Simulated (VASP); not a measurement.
# Zn4SeS3 in VASP: a series of runs

Runs on Zn4SeS3. Level: PBE. Tasks: single point.

Everything below comes from runs of VASP 6.6.1. Logs are shortened: lines on timing, memory, paths and dates and some standing lists are left out, and cuts for length are marked.

## Step 1: The cell of the first run

It takes space group P-4m2 (No. 115, tetragonal). Conventional cell: a = 3.901 Å, b = 3.901 Å, c = 11.028 Å, α = 90.00°, β = 90.00°, γ = 90.00°. Zn (site symmetry 2mm) has 4 S at 2.37 Å within 3.1 Å. Within 3.1 Å of Zn (site symmetry 2mm) lie 2 S at 2.37 Å and 2 Se at 2.45 Å. Se (site symmetry -4m2) has 4 Zn at 2.45 Å within 3.2 Å. Within 3.1 Å of S (site symmetry -4m2) lie 4 Zn at 2.37 Å. S (site symmetry 2mm) has 4 Zn at 2.37 Å within 3.1 Å.

## Step 2: Single point, PBE

The input, INCAR:

```
ALGO = Normal
EDIFF = 1E-6
ENCUT = 520
GGA = PE
ISIF = 2
ISMEAR = 0
LASPH = True
LCHARG = True
LELF = True
LREAL = False
LVHAR = True
LWAVE = False
NBANDS = 46
NELM = 100
PREC = Accurate
SIGMA = 0.1
```

The input, KPOINTS:

```
k-points
0
Gamma
  4 4 2
```

The input, POSCAR:

```
Zn4SeS3
1.0
    3.9006319000      0.0000000000      0.0000000000
    0.0000000000      3.9006319000      0.0000000000
    0.0000000000      0.0000000000     11.0276118000
Zn Se S
4 1 3
Direct
    0.5000000000      0.0000000000      0.8785220000
    0.0000000000      0.5000000000      0.1214780000
    0.5000000000      0.0000000000      0.3648750000
    0.0000000000      0.5000000000      0.6351250000
    0.0000000000      0.0000000000      0.5000000000
    0.0000000000      0.0000000000      0.0000000000
    0.5000000000      0.5000000000      0.2431810000
    0.5000000000      0.5000000000      0.7568190000
```

Potentials or basis: VASP PAW PBE potentials, release 64 (Zn, Se, S).

Command:

```sh
$ cat potpaw_PBE.64/Zn/POTCAR potpaw_PBE.64/Se/POTCAR potpaw_PBE.64/S/POTCAR > POTCAR
$ mpirun -np 1 vasp_std > vasp.out
```

OUTCAR:

```text
EDIFF = 1E-6
   ENCUT = 520
   GGA = PE
   ISIF = 2
   ISMEAR = 0
   LASPH = True
   LREAL = False
   NELM = 100
   PREC = Accurate

 ion  position               nearest neighbor table
   1  0.500  0.000  0.879-   6 2.37   6 2.37   8 2.37   8 2.37
   2  0.000  0.500  0.121-   6 2.37   6 2.37   7 2.37   7 2.37
   3  0.500  0.000  0.365-   7 2.37   7 2.37   5 2.45   5 2.45
   4  0.000  0.500  0.635-   8 2.37   8 2.37   5 2.45   5 2.45
   5  0.000  0.000  0.500-   3 2.45   4 2.45   4 2.45   3 2.45
   6  0.000  0.000  0.000-   1 2.37   2 2.37   2 2.37   1 2.37
   7  0.500  0.500  0.243-   3 2.37   3 2.37   2 2.37   2 2.37
   8  0.500  0.500  0.757-   4 2.37   4 2.37   1 2.37   1 2.37

  LATTYP: Found a simple tetragonal cell.
 ALAT       =     3.9006319000
 C/A-ratio  =     2.8271347009

  Lattice vectors:

 A1 = (   3.9006319000,   0.0000000000,   0.0000000000)
 A2 = (   0.0000000000,   3.9006319000,   0.0000000000)
 A3 = (   0.0000000000,   0.0000000000,  11.0276118000)

Analysis of symmetry for initial positions (statically):
=====================================================================
 Subroutine PRICEL returns:
 Original cell was already a primitive cell.

 Routine SETGRP: Setting up the symmetry group for a
 simple tetragonal supercell.

 Subroutine GETGRP returns: Found  8 space group operations
 (whereof  8 operations were pure point group operations)
 out of a pool of 16 trial point group operations.

The static configuration has the point symmetry D_2d.

Analysis of symmetry for dynamics (positions and initial velocities):
=====================================================================
 Subroutine PRICEL returns:
 Original cell was already a primitive cell.

 Routine SETGRP: Setting up the symmetry group for a
 simple tetragonal supercell.

 Subroutine GETGRP returns: Found  8 space group operations
 (whereof  8 operations were pure point group operations)
 out of a pool of 16 trial point group operations.

The dynamic configuration has the point symmetry D_2d.

 Subroutine INISYM returns: Found  8 space group operations
 (whereof  8 operations are pure point group operations),
 and found     1 'primitive' translations

----------------------------------------------------------------------------------------

                                     Primitive cell

  volume of cell :     167.7843

  direct lattice vectors                    reciprocal lattice vectors
     3.900631900  0.000000000  0.000000000     0.256368718  0.000000000  0.000000000
     0.000000000  3.900631900  0.000000000     0.000000000  0.256368718  0.000000000
     0.000000000  0.000000000 11.027611800     0.000000000  0.000000000  0.090681466

  length of vectors
     3.900631900  3.900631900 11.027611800     0.256368718  0.256368718  0.090681466

  position of ions in fractional coordinates (direct lattice)
     0.500000000  0.000000000  0.878522000
     0.000000000  0.500000000  0.121478000
     0.500000000  0.000000000  0.364875000
     0.000000000  0.500000000  0.635125000
     0.000000000  0.000000000  0.500000000
     0.000000000  0.000000000  0.000000000
     0.500000000  0.500000000  0.243181000
     0.500000000  0.500000000  0.756819000

  ion indices of the primitive-cell ions
   primitive index   ion index
                 1           1
                 2           2
                 3           3
                 4           4
                 5           5
                 6           6
                 7           7
                 8           8

----------------------------------------------------------------------------------------

 KPOINTS: k-points

Automatic generation of k-mesh.
 Grid dimensions read from file:
 generate k-points for:    4    4    2

 Generating k-lattice:

  Cartesian coordinates                     Fractional coordinates (reciprocal lattice)
     0.064092180  0.000000000  0.000000000     0.250000000  0.000000000  0.000000000
     0.000000000  0.064092180  0.000000000     0.000000000  0.250000000  0.000000000
     0.000000000  0.000000000  0.045340733     0.000000000  0.000000000  0.500000000

  Length of vectors
     0.064092180  0.064092180  0.045340733

  Shift w.r.t. Gamma in fractional coordinates (k-lattice)
     0.000000000  0.000000000  0.000000000

 Subroutine IBZKPT returns following result:
 ===========================================

 Found     12 irreducible k-points:

 Following reciprocal coordinates:
            Coordinates               Weight
  0.000000  0.000000  0.000000      1.000000
  0.250000  0.000000  0.000000      4.000000
  0.500000  0.000000  0.000000      2.000000
  0.250000  0.250000  0.000000      4.000000
  0.500000  0.250000  0.000000      4.000000
  0.500000  0.500000  0.000000      1.000000
  0.000000  0.000000  0.500000      1.000000
  0.250000  0.000000  0.500000      4.000000
  0.500000  0.000000  0.500000      2.000000
  0.250000  0.250000  0.500000      4.000000
  0.500000  0.250000  0.500000      4.000000
  0.500000  0.500000  0.500000      1.000000
   k-points           NKPTS =     12   k-points in BZ     NKDIM =     12   number of bands    NBANDS=     46
   number of dos      NEDOS =    301   number of ions     NIONS =      8
   total plane-waves  NPLWV =  75600
   dimension x,y,z NGX =    30 NGY =   30 NGZ =   84
   dimension x,y,z NGXF=    60 NGYF=   60 NGZF=  168
   ions per type =               4   1   3
   NGX,Y,Z   is equivalent  to a cutoff of  12.79, 12.79, 12.66 a.u.
   NGXF,Y,Z  is equivalent  to a cutoff of  25.57, 25.57, 25.33 a.u.
 SYSTEM =  unknown system
   PREC   = accura    normal or accurate (medium, high low for compatibility)
   ISTART =      0    job   : 0-new  1-cont  2-samecut
   ICHARG =      2    charge: 1-file 2-atom 10-const
   ISPIN  =      1    spin polarized calculation?
   LNONCOLLINEAR =      F non collinear calculations
   LSORBIT =      F    spin-orbit coupling
   LASPH  =      T    aspherical Exc in radial PAW
   ENCUT  =  520.0 eV  38.22 Ry    6.18 a.u.   7.25  7.25 20.50*2*pi/ulx,y,z
   NELM   =    100;   NELMIN=  2; NELMDL= -5     # of ELM steps
   EDIFF  = 0.1E-05   stopping-criterion for ELM
   LREAL  =      F    real-space projection
   EDIFFG = 0.1E-04   stopping-criterion for IOM
   NSW    =      0    number of steps for IOM
   IBRION =     -1    ionic relax: 0-MD 1-quasi-New 2-CG
   NFREE  =      0    steps in history (QN), initial steepest desc. (CG)
   ISIF   =      2    stress and relaxation
   ISYM   =      2    0-nonsym 1-usesym 2-fastsym
   POTIM  = 0.5000    time-step for ionic-motion
   TEBEG  =    0.0;   TEEND  =   0.0 temperature during run
   PSTRESS=    0.0 pullay stress
   NELECT =      72.0000    total number of electrons
   NUPDOWN=      -1.0000    fix difference up-down
   EMIN   =  10.00;   EMAX   =-10.00  energy-range for DOS
   EFERMI =   0.00;   METHOD = LEGACY
   ISMEAR =     0;   SIGMA  =   0.10  broadening in eV -4-tet -1-fermi 0-gaus
   EFERMI_NEDOS =   21; number of points for ismear=-14 and -15
   IALGO  =     38    algorithm
   IMIX   =      4    mixing-type and parameters
     AMIX     =   0.40;   BMIX     =  1.00
     AMIX_MAG =   1.60;   BMIX_MAG =  1.00
  volume/ion in A,a.u.               =      20.97       141.53
  Fermi-wavevector in a.u.,A,eV,Ry     =   1.234815  2.333462 20.745726  1.524768
  Thomas-Fermi vector in A             =   2.369490
   LORBIT       =      0    0 simple, 1 ext, 2 COOP (PROOUT), +10 PAW based schemes
   GGA     = PE    functional components
   LHFCALC =     F    Hartree Fock is set to
   AEXX    =    0.0000 exact exchange contribution
   IVDW    =     0    specifies the selected vdW correction
   LEPSILON=     F    determine dielectric tensor
   LRPA    =     F    only Hartree local field effects (RPA)
 non-spin polarized calculation
 Gauss-broadening in eV      SIGMA  =   0.10
  energy-cutoff  :      520.00
  volume of cell :      167.78
 maximum number of plane-waves:      4566
 NGX is ok and might be reduce to    30
   NGX = 15   NGY = 15   NGZ = 41

 number of electron      71.9999943 magnetization

 Free energy of the ion-electron system (eV)
  ---------------------------------------------------
  ext. energy  EPLUGINS =         0.00000000
  ---------------------------------------------------
  free energy    TOTEN  =       -26.46398191 eV

  energy without entropy =      -26.46398191  energy(sigma->0) =      -26.46398191

 E-fermi :   2.2910     XC(G=0):  -9.4338

 val. band max:        1.8370575170   @ k =   0.0000   0.0000   0.0000
 cond. band min:       3.5290317513   @ k =   0.0000   0.0000   0.0000
 fundamental gap:      1.6919742343
 Fermi energy:         2.2910156347

 k-point     1 :       0.0000    0.0000    0.0000
  band No.  band energies     occupation
      1     -11.2449      2.00000
      2     -10.7356      2.00000
      3     -10.7075      2.00000
      4     -10.1071      2.00000
      5      -4.6022      2.00000
      6      -4.5903      2.00000
[... 38 lines left out ...]
     45       8.0193      0.00000
     46       8.0383      0.00000

 k-point     2 :       0.2500    0.0000    0.0000
  band No.  band energies     occupation
      1     -10.9719      2.00000
      2     -10.5806      2.00000
      3     -10.5459      2.00000
      4     -10.1281      2.00000
      5      -4.5478      2.00000
      6      -4.5314      2.00000
[... 38 lines left out ...]
     45       8.4393      0.00000
     46       8.7773      0.00000

 k-point     3 :       0.5000    0.0000    0.0000
  band No.  band energies     occupation
      1     -10.4337      2.00000
      2     -10.4318      2.00000
      3     -10.4117      2.00000
      4     -10.3379      2.00000
      5      -4.4764      2.00000
      6      -4.4757      2.00000
[... 430 lines left out ...]
     45       9.5350      0.00000
     46       9.6785      0.00000

 k-point    12 :       0.5000    0.5000    0.5000
  band No.  band energies     occupation
      1     -10.1368      2.00000
      2     -10.1311      2.00000
      3     -10.1294      2.00000
      4     -10.0164      2.00000
      5      -4.5237      2.00000
      6      -4.5237      2.00000
[... 38 lines left out ...]
     45      11.0681      0.00000
     46      11.0772      0.00000

------------------------ aborting loop because EDIFF is reached ----------------------------------------

  FORCE on cell =-STRESS in cart. coord.  units (eV):
  Direction    XX          YY          ZZ          XY          YZ          ZX
  --------------------------------------------------------------------------------------
  -------------------------------------------------------------------------------------
  Total        0.3877077      0.3877077      0.0542680      0.0000000      0.0000000      0.0000000
  in kB        3.7022320      3.7022320      0.5182062      0.0000000      0.0000000      0.0000000
  external PRESSURE =       2.6408901 kB  Pullay stress =       0.0000000 kB

 VOLUME and BASIS-vectors are now :
 -----------------------------------------------------------------------------
  energy-cutoff  :      520.00
  volume of cell :      167.78
      direct lattice vectors                 reciprocal lattice vectors
     3.900631900  0.000000000  0.000000000     0.256368718  0.000000000  0.000000000
     0.000000000  3.900631900  0.000000000     0.000000000  0.256368718  0.000000000
     0.000000000  0.000000000 11.027611800     0.000000000  0.000000000  0.090681466

 POSITION                                       TOTAL-FORCE (eV/Angst)
 -----------------------------------------------------------------------------------
      1.95032      0.00000      9.68800        -0.000000      0.000000      0.000033
      0.00000      1.95032      1.33961        -0.000000     -0.000000     -0.000033
      1.95032      0.00000      4.02370        -0.000000     -0.000000     -0.002771
      0.00000      1.95032      7.00391        -0.000000      0.000000      0.002771
      0.00000      0.00000      5.51381        -0.000000      0.000000      0.000000
      0.00000      0.00000      0.00000         0.000000      0.000000      0.000000
      1.95032      1.95032      2.68171        -0.000000      0.000000     -0.002066
      1.95032      1.95032      8.34591        -0.000000      0.000000      0.002066
 -----------------------------------------------------------------------------------
    total drift:                                0.000000      0.000000      0.000000

  FREE ENERGIE OF THE ION-ELECTRON SYSTEM (eV)
  ---------------------------------------------------
  free  energy   TOTEN  =       -26.4639819088 eV

  energy  without entropy=      -26.4639819088  energy(sigma->0) =      -26.46398191
```

It took 2.2 min on 1 thread of Intel Xeon Platinum 8259CL at 2.50GHz (Skylake/Cascade Lake), shared host; peak memory 0.29 GiB.

What came out:

```
Free energy            : -26.4640 eV
Pressure               : 0.3 GPa
Band gap on the k mesh : 1.69 eV
```

Forces in eV/Å, atoms in the order of the input:
```
Zn   0.000  0.000  0.000
Zn   0.000  0.000  0.000
Zn   0.000  0.000 -0.003
Zn   0.000  0.000  0.003
Se   0.000  0.000  0.000
S    0.000  0.000  0.000
S    0.000  0.000 -0.002
S    0.000  0.000  0.002
```

Levels at points of the mesh, in eV from the valence-band top:
| k point | band 33 | band 34 | band 35 | band 36 | band 37 | band 38 | band 39 | band 40 |
| --- | --- | --- | --- | --- | --- | --- | --- | --- |
| (0.00, 0.00, 0.00) | -1.10 | -0.09 | 0.00 | 0.00 | 1.69 | 3.27 | 3.77 | 4.12 |
| (0.50, 0.00, 0.00) | -1.10 | -0.94 | -0.89 | -0.35 | 2.91 | 3.02 | 4.39 | 4.60 |
| (0.50, 0.50, 0.00) | -2.31 | -2.18 | -2.18 | -2.03 | 3.14 | 3.38 | 3.83 | 3.83 |
| (0.00, 0.00, 0.50) | -0.64 | -0.64 | -0.22 | -0.22 | 2.87 | 2.98 | 3.50 | 3.60 |
| (0.50, 0.00, 0.50) | -1.12 | -1.12 | -1.11 | -0.35 | 3.59 | 3.71 | 3.72 | 3.86 |
| (0.50, 0.50, 0.50) | -2.50 | -2.40 | -2.40 | -2.19 | 3.93 | 4.15 | 4.19 | 4.24 |

## Step 3: Single point, PBE

The input, INCAR:

```
SYSTEM = Zn4SeS3
PREC     = Accurate       ! precision mode
ENCUT    = 520            ! plane-wave cutoff, eV
EDIFF    = 1E-6           ! SCF threshold, eV
ISMEAR   = 0              ! smearing method
SIGMA    = 0.1            ! smearing width, eV
LREAL    = .FALSE.        ! projectors in reciprocal space
LASPH    = .TRUE.         ! aspherical terms in the spheres
NELM     = 100            ! most SCF steps
ALGO     = Normal         ! electronic algorithm
ISIF     = 2              ! what is computed and relaxed
LWAVE    = .FALSE.        ! write WAVECAR
LCHARG   = .FALSE.        ! write CHGCAR
GGA      = PE             ! functional
NBANDS   = 46             ! bands
```

The input, KPOINTS:

```
Automatic mesh
0
G
  4 4 2
  0 0 0
```

The input, POSCAR:

```
Zn4SeS3
1.0
    3.9132772468      0.0001233118     -0.0003909181
    0.0001285409      3.9133927358     -0.0001117159
   -0.0028837174     -0.0016542272     10.9708855369
Zn Se S
4 1 3
Direct
    0.4999479187      0.0001415892      0.8785440784
    0.0000016825      0.4998709937      0.1214590498
    0.4998356625      0.0002106410      0.3648362254
    0.0000611972      0.4998556547      0.6351553904
   -0.0000229049     -0.0001336624      0.4999965131
    0.0000449673     -0.0001089910      0.0000032043
    0.5000361947      0.5001016575      0.2430500833
    0.5000952820      0.5000621173      0.7569554554
```

Potentials or basis: VASP PAW PBE potentials, release 64 (Zn, Se, S).

Command:

```sh
$ cat potpaw_PBE.64/Zn/POTCAR potpaw_PBE.64/Se/POTCAR potpaw_PBE.64/S/POTCAR > POTCAR
$ mpirun -np 1 vasp_std > vasp.out
```

Run time: 3.4 min. Hardware: 1 thread of Intel Xeon Platinum 8259CL at 2.50GHz (Skylake/Cascade Lake), shared host; peak memory 0.33 GiB.

Results (log left out):

* Free energy: -26.4652 eV
* Pressure: 0.2 GPa
* Largest force: 0.009 eV/Å
* Band gap on the k mesh: 1.70 eV

Forces on the atoms (eV/Å):
```
Zn   0.000 -0.001  0.004
Zn  -0.001  0.001 -0.004
Zn   0.001 -0.001 -0.008
Zn  -0.001  0.001  0.009
Se   0.000  0.000  0.000
S    0.000  0.000  0.000
S    0.001  0.000  0.007
S    0.000 -0.001 -0.008
```

Levels at points of the mesh, in eV from the valence-band top:
| k point | band 34 | band 35 | band 36 | band 37 | band 38 | band 39 |
| --- | --- | --- | --- | --- | --- | --- |
| (0.00, 0.00, 0.00) | -0.06 | 0.00 | 0.00 | 1.70 | 3.26 | 3.73 |
| (0.50, 0.00, 0.00) | -0.90 | -0.85 | -0.37 | 2.92 | 3.03 | 4.37 |
| (0.00, 0.50, 0.00) | -0.90 | -0.85 | -0.37 | 2.92 | 3.03 | 4.37 |
| (0.50, 0.50, 0.00) | -2.15 | -2.15 | -2.01 | 3.17 | 3.41 | 3.87 |
| (0.00, 0.00, 0.50) | -0.63 | -0.23 | -0.23 | 2.88 | 3.00 | 3.50 |
| (0.50, 0.00, 0.50) | -1.13 | -1.11 | -0.37 | 3.59 | 3.70 | 3.72 |
| (0.00, 0.50, 0.50) | -1.13 | -1.11 | -0.37 | 3.59 | 3.70 | 3.73 |
| (0.50, 0.50, 0.50) | -2.37 | -2.37 | -2.18 | 3.97 | 4.19 | 4.23 |
